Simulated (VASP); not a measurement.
Input of a VASP 6.6.1 run:

INCAR

```
SYSTEM = CdS
PREC = Accurate
ENCUT = 500
EDIFF = 1E-6
ISMEAR = 0
SIGMA = 0.01
LREAL = .FALSE.
LASPH = .TRUE.
NELM = 120
ALGO = Normal
ISIF = 2
LWAVE = .FALSE.
LCHARG = .TRUE.
GGA = PE
LELF = .TRUE.
LVHAR = .TRUE.
NBANDS = 16
GGA_COMPAT = .FALSE.
```

The input KPOINTS:

```
Automatic mesh
0
Gamma
  1 1 1
  0.5 0.5 0.5
```

The input POSCAR:

```
CdS
1.0
    0.0000000000      2.9670733100      2.9670733100
    2.9670733100      0.0000000000      2.9670733100
    2.9670733100      2.9670733100      0.0000000000
Cd S
1 1
Direct
    0.0000000000      0.0000000000      0.0000000000
    0.2750000000      0.2500000000      0.2350000000
```

Potentials or basis: VASP PAW PBE potentials, release 64 (Cd, S).

Launch:

```console
$ cat potpaw_PBE.64/Cd/POTCAR potpaw_PBE.64/S/POTCAR > POTCAR
$ mpirun -np 1 vasp_std > vasp.out
```

Q: Estimate the band gap on the k mesh.

A: 3.23 eV, indirect (the least direct gap lies 2.9 meV higher).

Q: What does it give for the pressure?

A: 3.5 GPa.

Q: Estimate the largest force.

A: 0.498 eV/Å.

Forces in eV/Å, atoms in the order of the input:
```
Cd  -0.256  0.207  0.374
S    0.256 -0.207 -0.374
```

Caveat: the k points lie up to 1.83 Å⁻¹ apart. A k mesh can miss the band edges.
